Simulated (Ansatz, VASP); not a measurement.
Two plane-wave programs on MnS

```
CELL_PARAMETERS angstrom
3.09904 0.00000 0.00000
0.00000 3.09904 0.00000
0.00000 0.00000 3.09904
ATOMIC_POSITIONS crystal
Mn 0.50000 0.50000 0.50000
S 0.00000 0.00000 0.00000
```

Alike in both runs: task single point; functional LDA; k mesh 7 × 7 × 7; collinear spin.

```csv
,VASP,Ansatz
version,VASP 6.6.1,Ansatz 0.2.0
potentials or method,"VASP PAW LDA potentials, release 64 (Mn_pv, S)","plane waves, PAW"
plane-wave cutoff (eV),500,420
occupations,"methfessel-paxton of order 1, width 0.1 eV","cold, width 0.1 eV"
valence electrons in the cell,19,21
```

|  | VASP | Ansatz | Ansatz less VASP |
| --- | --- | --- | --- |
| gap on the k mesh at the Fermi level (eV) | none | none | - |
| pressure (GPa) | -19.0 | -18.2 | +0.70 |
| net moment per atom (μB) | 1.58 | 1.60 | +0.024 |
| size of the moment on the site where the two differ most (μB) | 3.14 | 3.19 | +0.053 |

LDA's correlation is that of Perdew and Zunger in VASP and of Perdew and Wang (1992) in Ansatz. Site moments also hang on the region over which each program counts them. A gap of «none» marks a metal or a gap that the smearing closes. VASP's potentials hold 19 valence electrons a cell and Ansatz's 21, so a difference there can come from the potentials and not from the codes. Ansatz's warnings: stability check not made.
